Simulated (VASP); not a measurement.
Input of a VASP 6.6.1 run:

File INCAR:

```
PREC = Accurate ; ENCUT = 600
EDIFF = 1E-6 ; ISMEAR = 0
SIGMA = 0.03 ; LREAL = False
LASPH = True ; NELM = 80
ALGO = Normal ; ISIF = 3
LWAVE = False ; LCHARG = False
GGA = PS ; IBRION = 2
NSW = 90 ; EDIFFG = -0.01
KPAR = 2
```

The input KPOINTS:

```
regular mesh
0
Gamma
  8 8 8
```

The input POSCAR:

```
ZnGeP2
1.0
   -2.7300000000      2.7300000000      5.3800000000
    2.7300000000     -2.7300000000      5.3800000000
    2.7300000000      2.7300000000     -5.3800000000
Zn Ge P
2 2 4
Direct
    0.0000000000      0.0000000000      0.0000000000
    0.7500000000      0.2500000000      0.5000000000
    0.5000000000      0.5000000000      0.0000000000
    0.2500000000      0.7500000000      0.5000000000
    0.3750000000      0.3890000000      0.5140000000
    0.6110000000      0.1250000000      0.9860000000
    0.8750000000      0.8610000000      0.4860000000
    0.1390000000      0.6250000000      0.0140000000
```

Potentials or basis: VASP PAW PBE potentials, release 64 (Zn, Ge_d, P).

The run is started by

```bash
$ cat potpaw_PBE.64/Zn/POTCAR potpaw_PBE.64/Ge_d/POTCAR potpaw_PBE.64/P/POTCAR > POTCAR
$ mpirun -np 2 vasp_std > vasp.out
```

Task: Estimate the relaxed cell.

Result: a = 6.588 Å, b = 6.588 Å, c = 6.588 Å, α = 131.35°, β = 131.35°, γ = 71.25°.

Task: What does it give for the space group after relaxing (to 0.1 Å)?

Result: I-42d (No. 122).

Task: What does it give for the band gap on the k mesh?

Result: 1.14 eV (least direct gap 1.25 eV).

Task: What does it give for the relaxed volume?

Result: 19.71 Å³/atom.

Forces in eV/Å, atoms in the order of the input:
```
Zn   0.000  0.000  0.000
Zn   0.000  0.000  0.000
Ge   0.000  0.000  0.000
Ge   0.000  0.000  0.000
P   -0.003  0.000  0.000
P    0.000  0.003  0.000
P    0.003  0.000  0.000
P    0.000 -0.003  0.000
```

Caveat: the PAW data sets were made with another functional, which shifts forces and pressure a little. A k mesh can miss the band edges.
